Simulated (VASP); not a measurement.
Runs of VASP 6.6.1 on CuI. The structure is that of space group Cmcm (No. 63), or close to it. The cells are those of the table. 

```tsv
task	cell	gap on the mesh (eV)	pressure (GPa)	largest force (eV/Å)
single point	a = 5.317, b = 5.317, c = 4.307 Å, angles 90.0, 90.0, 89.7°, 4 atoms	0.86	-3.4	0.53
single point	a = 5.159, b = 5.159, c = 4.307 Å, angles 90.0, 90.0, 89.7°, 4 atoms	(a)	-1.9	0.07
single point	a = 5.422, b = 5.422, c = 4.307 Å, angles 90.0, 90.0, 89.7°, 4 atoms	0.79	-4.3	0.80
electric field gradients	a = 5.317, b = 5.317, c = 4.307 Å, angles 90.0, 90.0, 89.7°, 4 atoms	0.86	-3.4	0.53
```

Alike in all rows: level LDA; potentials or basis VASP PAW LDA potentials, release 64 (Cu, I); no spin polarisation; k mesh 5 × 5 × 6; cutoff (eV) 520; smearing fermi-dirac 0.02 eV.

**Question.** Estimate the missing entries.

**Answer.** (a) 0.98.

Caveats: spin-orbit coupling is left out, which moves the levels of the heavy elements; the cell stands under tension (at least some runs); an odd mesh through Γ misses points on the zone boundary, where band edges can lie (at least some runs).

A k mesh can miss the band edges, and the runs leave out spin-orbit coupling on I.
